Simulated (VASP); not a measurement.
# Sr2C (I4/mmm) in VASP: a series of runs

Aim: see how the results for Sr2C move with the level of theory and the settings. Levels: r2SCAN, HSE06, PBE. Tasks: single point.

Everything below comes from runs of VASP 6.6.1. Logs are shortened: lines on timing, memory, paths and dates and some standing lists are left out, and cuts for length are marked.

### Step 1. The cell of the first run

Symmetry: I4/mmm, No. 139, tetragonal system. Conventional cell: a = 4.752 Å, b = 4.752 Å, c = 6.697 Å, α = 90.00°, β = 90.00°, γ = 90.00°. C (site symmetry 4/mmm) has 8 Sr at 2.91 Å within 3.8 Å. Within 3.8 Å of Sr (site symmetry -4m2) lie 4 C at 2.91 Å and 6 Sr at 3.35 to 3.36 Å.

### Step 2. Single point, r2SCAN (uniaxial z strain -0.3%)

File POSCAR:

```
Sr2C
1.0
    0.0000000000      3.3601424465      3.3487179622
    3.3601424465      0.0000000000      3.3487179622
    3.3601424465      3.3601424465      0.0000000000
C Sr
1 2
Direct
    0.0000000000      0.0000000000      0.0000000000
    0.2500000000      0.2500000000      0.2500000000
    0.7500000000      0.7500000000      0.7500000000
```

File INCAR.step1:

```
SYSTEM = Sr2C
PREC = Accurate ; ENCUT = 520
ISMEAR = -1 ; SIGMA = 0.02
LREAL = .False. ; LASPH = .True.
NELM = 100 ; NBANDS = 19
GGA = PE ; ALGO = Normal
EDIFF = 1E-4 ; LWAVE = .True.
LCHARG = .False.
```

File INCAR.step2:

```
SYSTEM = Sr2C
PREC = Accurate ; ENCUT = 520
EDIFF = 1E-6 ; ISMEAR = -1
SIGMA = 0.02 ; LREAL = .False.
LASPH = .True. ; NELM = 100
ALGO = Normal ; ISIF = 2
LWAVE = .False. ; LCHARG = .False.
METAGGA = R2SCAN ; LMIXTAU = .True.
NBANDS = 19 ; ISTART = 1
```

File KPOINTS:

```
Automatic mesh
0
Gamma
  6 6 6
  0 0 0
```

Potentials or basis: VASP PAW PBE potentials, release 64 (C, Sr_sv).

The run is started by

```console
$ cat potpaw_PBE.64/C/POTCAR potpaw_PBE.64/Sr_sv/POTCAR > POTCAR
$ cp INCAR.step1 INCAR
$ mpirun -np 1 vasp_std > vasp.out
$ cp INCAR.step2 INCAR
$ mpirun -np 1 vasp_std > vasp.out
```

OUTCAR:

```text
SYSTEM = Sr2C
   PREC = Accurate
   ENCUT = 520
   EDIFF = 1E-6
   ISMEAR = -1
   LREAL = .False.
   LASPH = .True.
   NELM = 100
   ISIF = 2
   METAGGA = R2SCAN
   ISTART = 1

 ion  position               nearest neighbor table
   1  0.000  0.000  0.000-   3 2.91   3 2.91   3 2.91   2 2.91   3 2.91   2 2.91   2 2.91   2 2.91

   2  0.250  0.250  0.250-   1 2.91   1 2.91   1 2.91   1 2.91   3 3.35   3 3.35   3 3.36   3 3.36
                             3 3.36   3 3.36
   3  0.750  0.750  0.750-   1 2.91   1 2.91   1 2.91   1 2.91   2 3.35   2 3.35   2 3.36   2 3.36
                             2 3.36   2 3.36

  LATTYP: Found a body centered tetragonal cell.
 ALAT       =     4.7519590193
 C/A-ratio  =     1.4094052363

  Lattice vectors:

 A1 = (   0.0000000000,  -3.3601424465,  -3.3487179622)
 A2 = (   0.0000000000,   3.3601424465,  -3.3487179622)
 A3 = (   3.3601424465,   0.0000000000,   3.3487179622)

Analysis of symmetry for initial positions (statically):
=====================================================================
 Subroutine PRICEL returns:
 Original cell was already a primitive cell.

 Routine SETGRP: Setting up the symmetry group for a
 body centered tetragonal supercell.

 Subroutine GETGRP returns: Found 16 space group operations
 (whereof 16 operations were pure point group operations)
 out of a pool of 16 trial point group operations.

The static configuration has the point symmetry D_4h.

Analysis of symmetry for dynamics (positions and initial velocities):
=====================================================================
 Subroutine PRICEL returns:
 Original cell was already a primitive cell.

 Routine SETGRP: Setting up the symmetry group for a
 body centered tetragonal supercell.

 Subroutine GETGRP returns: Found 16 space group operations
 (whereof 16 operations were pure point group operations)
 out of a pool of 16 trial point group operations.

The dynamic configuration has the point symmetry D_4h.

 Subroutine INISYM returns: Found 16 space group operations
 (whereof 16 operations are pure point group operations),
 and found     1 'primitive' translations

----------------------------------------------------------------------------------------

                                     Primitive cell

  volume of cell :      75.6178
[... 79 lines left out ...]
   NGX,Y,Z   is equivalent  to a cutoff of  12.62, 12.62, 12.59 a.u.
   NGXF,Y,Z  is equivalent  to a cutoff of  25.23, 25.23, 25.19 a.u.
 SYSTEM =  Sr2C
   PREC   = accura    normal or accurate (medium, high low for compatibility)
   ISTART =      1    job   : 0-new  1-cont  2-samecut
   ICHARG =      0    charge: 1-file 2-atom 10-const
   ISPIN  =      1    spin polarized calculation?
   LNONCOLLINEAR =      F non collinear calculations
   LSORBIT =      F    spin-orbit coupling
   LASPH  =      T    aspherical Exc in radial PAW
   ENCUT  =  520.0 eV  38.22 Ry    6.18 a.u.   8.82  8.82  8.84*2*pi/ulx,y,z
   NELM   =    100;   NELMIN=  2; NELMDL=  0     # of ELM steps
   EDIFF  = 0.1E-05   stopping-criterion for ELM
   LREAL  =      F    real-space projection
[... 7 lines left out ...]
   TEBEG  =    0.0;   TEEND  =   0.0 temperature during run
   PSTRESS=    0.0 pullay stress
   NELECT =      24.0000    total number of electrons
   NUPDOWN=      -1.0000    fix difference up-down
   EMIN   =  10.00;   EMAX   =-10.00  energy-range for DOS
   EFERMI =   0.00;   METHOD = LEGACY
   ISMEAR =    -1;   SIGMA  =   0.02  broadening in eV -4-tet -1-fermi 0-gaus
   EFERMI_NEDOS =   21; number of points for ismear=-14 and -15
   IALGO  =     38    algorithm
   IMIX   =      4    mixing-type and parameters
     AMIX     =   0.40;   BMIX     =  1.00
     AMIX_MAG =   1.60;   BMIX_MAG =  1.00
  volume/ion in A,a.u.               =      25.21       170.10
  Fermi-wavevector in a.u.,A,eV,Ry     =   1.116702  2.110261 16.966780  1.247023
  Thomas-Fermi vector in A             =   2.253318
   LORBIT       =      0    0 simple, 1 ext, 2 COOP (PROOUT), +10 PAW based schemes
   METAGGA = R2SCAN    functional components
   LHFCALC =     F    Hartree Fock is set to
   AEXX    =    0.0000 exact exchange contribution
   IVDW    =     0    specifies the selected vdW correction
   LEPSILON=     F    determine dielectric tensor
   LRPA    =     F    only Hartree local field effects (RPA)
 non-spin polarized calculation
  energy-cutoff  :      520.00
  volume of cell :       75.62
 maximum number of plane-waves:      2085
   NGX = 17   NGY = 17   NGZ = 17

 number of electron      24.0000001 magnetization

 Free energy of the ion-electron system (eV)
  ---------------------------------------------------
  ext. energy  EPLUGINS =         0.00000000
  ---------------------------------------------------
  free energy    TOTEN  =       -38.60428522 eV

  energy without entropy =      -38.60332731  energy(sigma->0) =      -38.60380627

 E-fermi :   3.0721     XC(G=0):  -9.6068

 val. band max:        3.0387484371   @ k =   0.5000   0.0000   0.5000
 cond. band min:       3.0844552617   @ k =   0.5000   0.0000   0.5000
 fundamental gap:      0.0457068247
 Fermi energy:         3.0721051021

 k-point     1 :       0.0000    0.0000    0.0000
  band No.  band energies     occupation
      1     -33.7365      2.00000
      2     -33.4619      2.00000
      3     -15.3808      2.00000
      4     -15.3593      2.00000
      5     -15.3593      2.00000
      6     -14.7262      2.00000
[... 505 lines left out ...]
      6     -14.6993      2.00000
[... 11 lines left out ...]
     18       8.4864      0.00000
     19       9.0883      0.00000

 [... further k-points ...]

------------------------ aborting loop because EDIFF is reached ----------------------------------------

  FORCE on cell =-STRESS in cart. coord.  units (eV):
  Direction    XX          YY          ZZ          XY          YZ          ZX
  --------------------------------------------------------------------------------------
  -------------------------------------------------------------------------------------
  Total        0.1052101      0.1052101      0.2554525      0.0000000      0.0000000      0.0000000
  in kB        2.2291744      2.2291744      5.4124852      0.0000000      0.0000000      0.0000000
  external PRESSURE =       3.2902780 kB  Pullay stress =       0.0000000 kB

 VOLUME and BASIS-vectors are now :
 -----------------------------------------------------------------------------
  energy-cutoff  :      520.00
  volume of cell :       75.62
      direct lattice vectors                 reciprocal lattice vectors
     0.000000000  3.360142446  3.348717962    -0.148803215  0.148803215  0.149310872
     3.360142446  0.000000000  3.348717962     0.148803215 -0.148803215  0.149310872
     3.360142446  3.360142446  0.000000000     0.148803215  0.148803215 -0.149310872

 POSITION                                       TOTAL-FORCE (eV/Angst)
 -----------------------------------------------------------------------------------
      0.00000      0.00000      0.00000         0.000000      0.000000      0.000000
      1.68007      1.68007      1.67436        -0.000000      0.000000     -0.000000
      5.04021      5.04021      5.02308         0.000000     -0.000000      0.000000
 -----------------------------------------------------------------------------------
    total drift:                                0.000000      0.000000      0.000000

  FREE ENERGIE OF THE ION-ELECTRON SYSTEM (eV)
  ---------------------------------------------------
  free  energy   TOTEN  =       -38.6042852190 eV

  energy  without entropy=      -38.6033273112  energy(sigma->0) =      -38.60380627
```

OUTCAR.step1:

```text
SYSTEM = Sr2C
   PREC = Accurate
   ENCUT = 520
   ISMEAR = -1
   LREAL = .False.
   LASPH = .True.
   NELM = 100
[... 754 lines left out ...]
      0.00000      0.00000      0.00000        -0.000000      0.000000      0.000000
      1.68007      1.68007      1.67436        -0.000000      0.000000      0.000000
      5.04021      5.04021      5.02308         0.000000     -0.000000     -0.000000
 -----------------------------------------------------------------------------------
    total drift:                                0.000000      0.000000      0.000000

  FREE ENERGIE OF THE ION-ELECTRON SYSTEM (eV)
  ---------------------------------------------------
  free  energy   TOTEN  =       -10.6224113034 eV

  energy  without entropy=      -10.6209305600  energy(sigma->0) =      -10.62167093
```

OSZICAR.step1:

```text
N       E                     dE             d eps       ncg     rms          rms(c)
DAV:   1     0.118504244669E+03    0.11850E+03   -0.11942E+04  1140   0.115E+03
DAV:   2    -0.362169724962E+01   -0.12213E+03   -0.11906E+03  1371   0.248E+02
DAV:   3    -0.137677708495E+02   -0.10146E+02   -0.10105E+02  1968   0.552E+01
DAV:   4    -0.139834971741E+02   -0.21573E+00   -0.21559E+00  1590   0.759E+00
DAV:   5    -0.139881414127E+02   -0.46442E-02   -0.46434E-02  1730   0.865E-01    0.193E+01
DAV:   6    -0.111089943388E+02    0.28791E+01   -0.35653E+01  1334   0.139E+01    0.230E+01
DAV:   7    -0.106855104625E+02    0.42348E+00   -0.39667E+00  1325   0.506E+00    0.138E+01
DAV:   8    -0.106290919763E+02    0.56418E-01   -0.45037E-01  1251   0.303E+00    0.843E-01
DAV:   9    -0.106221772033E+02    0.69148E-02   -0.90910E-02  1740   0.667E-01    0.532E-01
DAV:  10    -0.106222049108E+02   -0.27707E-04   -0.41736E-03  1216   0.198E-01    0.287E-01
DAV:  11    -0.106224160432E+02   -0.21113E-03   -0.88570E-04  1101   0.119E-01    0.505E-02
DAV:  12    -0.106224113034E+02    0.47398E-05   -0.75164E-05   777   0.336E-02
   1 F= -.10622411E+02 E0= -.10621671E+02  d E =-.148074E-02
```

It took 68 s on 1 thread of Intel Xeon 6975P-C (Granite Rapids), shared host; peak memory 0.23 GiB.

What came out:

```yaml
Free_energy: -38.6043 eV
Pressure: 0.3 GPa
Band_gap_on_the_k_mesh: 0.05 eV
```

Caveat: the cell differs from its parent crystal (uniaxial z strain -0.3%); the PAW data sets were made with another functional, which shifts forces and pressure a little.

### Step 3. Single point, HSE06 (uniaxial z strain -0.3%)

POSCAR is that of step 2.

File INCAR.step1:

```
SYSTEM = Sr2C
PREC = Accurate
ENCUT = 520
EDIFF = 1E-5
ISMEAR = -1
SIGMA = 0.02
LREAL = .False.
LASPH = .True.
NELM = 100
ALGO = Normal
ISIF = 2
LWAVE = .True.
LCHARG = .False.
NBANDS = 19
GGA = PE
```

File INCAR.step2:

```
SYSTEM = Sr2C
PREC = Accurate
ENCUT = 520
EDIFF = 1E-6
ISMEAR = -1
SIGMA = 0.02
LREAL = .False.
LASPH = .True.
NELM = 100
ALGO = Normal
ISIF = 2
LWAVE = .False.
LCHARG = .False.
GGA = PE
LHFCALC = .True.
HFSCREEN = 0.2079
PRECFOCK = Normal
NBANDS = 19
ISTART = 1
```

File KPOINTS:

```
Automatic mesh
0
Gamma
  4 4 4
  0 0 0
```

Potentials or basis: VASP PAW PBE potentials, release 64 (C, Sr_sv).

The run is started by

```console
$ cat potpaw_PBE.64/C/POTCAR potpaw_PBE.64/Sr_sv/POTCAR > POTCAR
$ cp INCAR.step1 INCAR
$ mpirun -np 1 vasp_std > vasp.out
$ cp INCAR.step2 INCAR
$ mpirun -np 1 vasp_std > vasp.out
```

It took 22 min on 1 thread of Intel Xeon 6975P-C (Granite Rapids), shared host; peak memory 0.33 GiB.

It converged, with:

* Free energy: -11.7672 eV
* Pressure: 0.6 GPa
* Band gap on the k mesh: 0.37 eV (least direct gap 0.38 eV)

Stress tensor (GPa, compression positive):
```
0.45 0.00 0.00
0.00 0.45 0.00
0.00 0.00 0.81
```

Levels at points of the mesh, in eV from the valence-band top:
```tsv
k point	band 9	band 10	band 11	band 12	band 13	band 14	band 15	band 16
(0.00, 0.00, 0.00)	-9.36	-1.53	-1.53	-1.51	0.37	2.10	2.10	6.19
(0.50, 0.00, 0.00)	-8.77	-1.82	-0.64	-0.63	2.71	3.45	3.47	4.32
(0.50, 0.50, 0.00)	-8.69	-2.17	-0.01	-0.01	0.39	2.86	3.19	5.55
(0.50, 0.00, 0.50)	-8.68	-2.19	-0.01	0.00	0.38	2.88	3.17	5.57
```

Caveat: the cell differs from its parent crystal (uniaxial z strain -0.3%); the PAW data sets were made with another functional, which shifts forces and pressure a little. A k mesh can miss the band edges.

### Step 4. Single point, PBE (uniaxial z strain -0.3%)

File INCAR:

```
ALGO = Normal
EDIFF = 1E-6
ENCUT = 520
GGA = PE
ISIF = 2
ISMEAR = -1
LASPH = True
LCHARG = False
LREAL = False
LWAVE = False
NBANDS = 19
NELM = 100
PREC = Accurate
SIGMA = 0.02
```

File KPOINTS:

```
k-points
0
Gamma
  6 6 6
```

POSCAR is that of step 3.

The run is started by

```console
$ cat potpaw_PBE.64/C/POTCAR potpaw_PBE.64/Sr_sv/POTCAR > POTCAR
$ mpirun -np 1 vasp_std > vasp.out
```

Wall time 19 s (1 thread of Intel Xeon 6975P-C (Granite Rapids), shared host); peak memory 0.21 GiB.

It converged, with:

```yaml
Free_energy: -10.6224 eV
Pressure: 0.7 GPa
Band_gap_on_the_k_mesh: zero (bands 12 and 13 overlap by 0.09 eV)
```

Stress tensor (GPa, compression positive):
```
0.58 0.00 0.00
0.00 0.58 0.00
0.00 0.00 0.90
```

Levels at points of the mesh, in eV from the Fermi level:
```
           k point  band 8  band 9  band 10  band 11  band 12  band 13  band 14  band 15  band 16  band 17
(0.00, 0.00, 0.00)  -16.96   -8.26    -1.41    -1.41    -1.40    -0.08     1.30     1.30     5.14     5.14
(0.50, 0.00, 0.00)  -17.32   -7.74    -1.62    -0.58    -0.57     1.99     2.70     2.72     3.61     4.45
(0.50, 0.50, 0.00)  -16.78   -7.67    -2.01    -0.06     0.01     0.01     2.06     2.27     4.66     4.66
(0.50, 0.00, 0.50)  -16.78   -7.67    -2.02    -0.07     0.01     0.02     2.09     2.25     4.68     4.71
```

Caveat: the cell differs from its parent crystal (uniaxial z strain -0.3%).

### Step 5. Summary

```tsv
level	k mesh	grid for exact exchange (PRECFOCK)	share of exact exchange	screening parameter	gap on the mesh (eV)	pressure (GPa)
r2SCAN	6 × 6 × 6	-	-	-	0.05	0.3
HSE06	4 × 4 × 4	Normal	0.25	0.2079 1/Å	0.37	0.6
PBE	6 × 6 × 6	-	-	-	none	0.7
```

Alike in all rows: task single point; potentials or basis VASP PAW PBE potentials, release 64 (C, Sr_sv); no spin polarisation; cell as given; cutoff (eV) 520; smearing fermi-dirac 0.02 eV.

Caveats: the PAW data sets were made with another functional, which shifts forces and pressure a little (at least some runs).

Total energies depend on the potentials used, so only differences within one code and one set of settings carry meaning.
